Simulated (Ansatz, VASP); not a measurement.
# AlNi: VASP beside Ansatz

```
Al Ni
1.0
     2.91673    0.00000    0.00000
     0.00000    2.91673    0.00000
     0.00000    0.00000    2.91673
Al Ni
1 1
Direct
  0.00000 0.00000 0.97234
  0.50000 0.50000 0.51271
```

Change from the starting cell: mode 6 frozen in at -0.080 Å, equal normal strain along x, y and z +0.0083.

Alike in both runs: task single point; functional PBE; k mesh 16 × 16 × 16; occupations gaussian, width 0.15 eV; no spin polarisation.

|  | VASP | Ansatz |
| --- | --- | --- |
| version | VASP 6.6.1 | Ansatz 0.2.0 |
| potentials or method | VASP PAW PBE potentials, release 64 (Al, Ni), cutoff 520 eV | scalar-relativistic, plane waves, PAW |
| valence electrons in the cell | 13 | 21 |

VASP gave:

| Quantity | Value |
| --- | --- |
| gap on the k mesh at the Fermi level (eV) | none |
| pressure (GPa) | -2.8 |
| traceless stress, the component that is largest in VASP (GPa) | -0.36 |
| rms of the force components (eV/Å) | 0.350 |

**Question.** What did Ansatz give for the same quantities?

**Answer.** gap on the k mesh at the Fermi level (eV): none; pressure (GPa): -2.9; traceless stress, the component that is largest in VASP (GPa): -0.36; rms of the force components (eV/Å): 0.348.

Atom by atom the forces differ by 0.002 eV/Å (rms over components). A gap of «none» marks a metal or a gap that the smearing closes. VASP's potentials hold 13 valence electrons a cell and Ansatz's 21, so a difference there can come from the potentials and not from the codes.
